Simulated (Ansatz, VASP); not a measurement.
**As: VASP beside Ansatz**

```
As
1.0
     1.87999    1.08541    3.32765
    -1.87999    1.08541    3.32765
     0.00000   -2.17082    3.32765
As
2
Cartesian
  0.0000 0.0000 7.6820
  0.0000 0.0000 2.3009
```

Alike in both runs: task single point; functional LDA; k mesh 10 × 10 × 10; occupations methfessel-paxton of order 1, width 0.3 eV; no spin polarisation.

```csv
,VASP,Ansatz
version,VASP 6.6.1,Ansatz 0.2.0
potentials or method,"VASP PAW LDA potentials, release 64 (As), cutoff 500 eV","plane waves (420 eV) with PAW, scalar-relativistic"
valence electrons in the cell,10,30
```

Ansatz gave:

* pressure (GPa): 0.0
* traceless stress, the component that is largest in VASP (GPa): -0.08

Task: Which values does VASP return?

Result: Pressure (GPa): 0.5; traceless stress, the component that is largest in VASP (GPa): -0.20.

Ansatz warns that its potentials were made for another functional, while VASP's fit it. LDA's correlation is that of Perdew and Zunger in VASP and of Perdew and Wang (1992) in Ansatz. VASP's potentials hold 10 valence electrons a cell and Ansatz's 30, so a difference there can come from the potentials and not from the codes.
